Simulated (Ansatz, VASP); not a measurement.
**TiAl3 in VASP and in Ansatz**

The input POSCAR:

```
TiAl3
1.0
    3.9387207316      0.0000000000      0.0000000000
    0.0000000000      3.9387207316      0.0000000000
    0.0000000000      0.0000000000      8.8207449764
Ti Al
2 6
Direct
    0.0000000000      0.0000000000      0.0000000000
    0.5000000000      0.5000000000      0.5000000000
    0.5000000000      0.5000000000      0.0000000000
    0.0000000000      0.5000000000      0.2500000000
    0.5000000000      0.0000000000      0.2500000000
    0.0000000000      0.0000000000      0.5000000000
    0.5000000000      0.0000000000      0.7500000000
    0.0000000000      0.5000000000      0.7500000000
```

INCAR.step1

```
SYSTEM = TiAl3
ALGO = Normal
EDIFF = 1E-4
ENCUT = 520
GGA = PE
ISMEAR = 0
LASPH = .True.
LCHARG = .False.
LREAL = .False.
LWAVE = .True.
NBANDS = 31
NELM = 100
PREC = Accurate
SIGMA = 0.1
```

INCAR.step2

```
SYSTEM = TiAl3
ALGO = Normal
EDIFF = 1E-6
ENCUT = 520
ISIF = 2
ISMEAR = 0
ISTART = 1
LASPH = .True.
LCHARG = .False.
LMIXTAU = .True.
LREAL = .False.
LWAVE = .False.
METAGGA = R2SCAN
NBANDS = 31
NELM = 100
PREC = Accurate
SIGMA = 0.1
```

Contents of KPOINTS:

```
k-points
0
Gamma
  10 10 4
  0 0 0
```

Input for Ansatz:

```yaml
crystal:
  lattice:
    - [3.9387207316, 0.0, 0.0]
    - [0.0, 3.9387207316, 0.0]
    - [0.0, 0.0, 8.8207449764]
  atoms:
    - { symbol: Ti, position: [0.0, 0.0, 0.0] }
    - { symbol: Ti, position: [0.5, 0.5, 0.5] }
    - { symbol: Al, position: [0.5, 0.5, 0.0] }
    - { symbol: Al, position: [0.0, 0.5, 0.25] }
    - { symbol: Al, position: [0.5, 0.0, 0.25] }
    - { symbol: Al, position: [0.0, 0.0, 0.5] }
    - { symbol: Al, position: [0.5, 0.0, 0.75] }
    - { symbol: Al, position: [0.0, 0.5, 0.75] }
basis:
  ecutwfc: 500
kpoints:
  mp_grid: { grid: [10, 10, 4] }
hamiltonian:
  xc: r2scan
scf:
  occupations: { method: gaussian, width: 0.1 }
output:
  forces: true
  stress: true
  eigenvalues: true
```

Change from the starting cell: equal strain along all axes, cell held, atoms relaxed: +3.0 %.

Alike in both runs: task single point; functional r2SCAN; k mesh 10 × 10 × 4; occupations gaussian, width 0.1 eV; no spin polarisation.

|  | VASP | Ansatz |
| --- | --- | --- |
| version | VASP 6.6.1 | Ansatz 0.2.0 |
| potentials or method | VASP PAW PBE potentials, release 64 (Ti_sv, Al), cutoff 520 eV | scalar-relativistic, plane waves, PAW |
| valence electrons in the cell | 42 | 42 |

|  | VASP | Ansatz | Ansatz less VASP |
| --- | --- | --- | --- |
| gap on the k mesh at the Fermi level (eV) | none | none | - |
| pressure (GPa) | -8.6 | -8.6 | +0.05 |
| traceless stress, the component that is largest in VASP (GPa) | 0.37 | 0.35 | -0.014 |

VASP's potentials were made for PBE, not for r2SCAN. A gap of «none» marks a metal or a gap that the smearing closes. With one functional, cell and mesh, what is left measures potentials, basis and numerics.
